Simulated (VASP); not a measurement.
**LiH: relaxation of cell and atoms with PBEsol**

The system is LiH.

```
Li H
1.0
     2.94437    0.00000    0.00000
    -1.47219    2.54990    0.00000
     0.00000    0.00000    6.47631
Li H
3 3
Direct
  0.24155 0.00000 0.66667
  0.75845 0.75845 0.00000
  0.00000 0.24155 0.33333
  0.54349 0.00000 0.16667
  0.45651 0.45651 0.50000
  0.00000 0.54349 0.83333
```

```yaml
Program: VASP 6.6.1
Task: relaxation of cell and atoms
Functional: PBEsol
Potentials_or_basis: VASP PAW PBE potentials, release 64 (Li_sv, H)
Cutoff: 600 eV
k_mesh: 9 × 9 × 4
Occupations: fermi-dirac, width 0.03 eV
Spin: no spin polarisation
Dipole_correction: no
Further_INCAR_settings: ALGO = Normal; EDIFF = 1e-06; IBRION = 2; EDIFFG = -0.01; NSW = 100; ISIF = 3
```

| Quantity | Value |
| --- | --- |
| Relaxed volume | 7.85 Å³/atom |
| Relaxed cell | a = 2.812 Å, b = 2.812 Å, c = 6.875 Å, α = 90.00°, β = 90.00°, γ = 120.00° |
| Space group after relaxing (to 0.05 Å) | Fm-3m (No. 225) |
| Energy gained by relaxing | 241.7 meV/atom |
| Ionic steps | 19 |
| Pressure after relaxing | 0.0 GPa |
| Largest force after relaxing | 0.006 eV/Å |
| Band gap on the k mesh | 3.03 eV, direct |

Forces in eV/Å, atoms in the order of the input:
```
Li  -0.001  0.000  0.000
Li   0.001  0.001  0.000
Li   0.001 -0.001  0.000
H   -0.006  0.000  0.000
H    0.003  0.005  0.000
H    0.003 -0.005  0.000
```

Stress tensor (GPa, compression positive):
```
-0.05  0.00  0.00
 0.00 -0.05  0.00
 0.00  0.00  0.12
```

The path:
| step | energy change (eV) | largest force (eV/Å) | pressure (GPa) | volume (Å³) |
| --- | --- | --- | --- | --- |
| 1 | 0.0000 | 1.4683 | 7.53 | 48.62 |
| 2 | -0.5013 | 1.0623 | 2.88 | 51.32 |
| 3 | -0.9164 | 0.5643 | -2.60 | 56.21 |
| 4 | -0.9490 | 0.4579 | -3.75 | 57.70 |
| 5 | -0.9515 | 0.4352 | -4.00 | 58.05 |
| 6 | -1.0644 | 0.4177 | -3.45 | 55.68 |
| 7 | -1.3012 | 0.2719 | -0.70 | 48.94 |
| 8 | -0.8704 | 0.6256 | 14.56 | 37.13 |
| 9 | -1.3182 | 0.2331 | 0.96 | 46.64 |
| 10 | -1.3226 | 0.2053 | 2.37 | 44.98 |
| 11 | -1.3856 | 0.2283 | 1.88 | 45.28 |
| 12 | -1.4040 | 0.2430 | 1.60 | 45.53 |
| 13 | -1.4396 | 0.1154 | -0.15 | 47.37 |
| 14 | -1.4432 | 0.0686 | -0.80 | 48.18 |
| 15 | -1.4490 | 0.0309 | -0.23 | 47.39 |
| 16 | -1.4497 | 0.0190 | 0.08 | 46.99 |
| 17 | -1.4497 | 0.0183 | 0.06 | 47.01 |
| 18 | -1.4500 | 0.0137 | 0.04 | 47.04 |
| 19 | -1.4502 | 0.0058 | 0.00 | 47.08 |

Final structure:
```cif
data_structure
_symmetry_space_group_name_H-M 'P 1'
_symmetry_Int_Tables_number 1
_cell_length_a 2.8120
_cell_length_b 2.8120
_cell_length_c 6.8753
_cell_angle_alpha 90.000
_cell_angle_beta 90.000
_cell_angle_gamma 120.000
_cell_volume 47.08
loop_
_atom_site_label
_atom_site_type_symbol
_atom_site_fract_x
_atom_site_fract_y
_atom_site_fract_z
_atom_site_occupancy
Li1 Li 0.33309 0.00000 0.66667 1
Li2 Li 0.66691 0.66691 0.00000 1
Li3 Li 0.00000 0.33309 0.33333 1
H1 H 0.33434 0.00000 0.16667 1
H2 H 0.66566 0.66566 0.50000 1
H3 H 0.00000 0.33434 0.83333 1
```

Levels at points of the mesh, in eV from the valence-band top:
```csv
k point,band 2,band 3,band 4,band 5,band 6,band 7,band 8,band 9,band 10
"(0.00, 0.00, 0.00)",-43.56,-43.56,-5.57,-3.74,-3.74,7.32,7.32,14.50,14.50
"(0.00, 0.00, 0.50)",-43.59,-43.55,-5.07,-5.07,-2.69,4.85,12.66,12.66,13.84
```

Run time: 3.5 min on 1 thread of Intel(R) Xeon(R) Platinum 8259CL CPU @ 2.50GHz (Skylake/Cascade Lake) (shared host), peak memory 0.18 GiB.

Caveat: the cutoff is under 1.25 times the usual one of these potentials, so pressure, stress and relaxed cells hold a basis-set (Pulay) error; the PAW data sets were made with another functional, which shifts forces and pressure a little. A k mesh can miss the band edges.
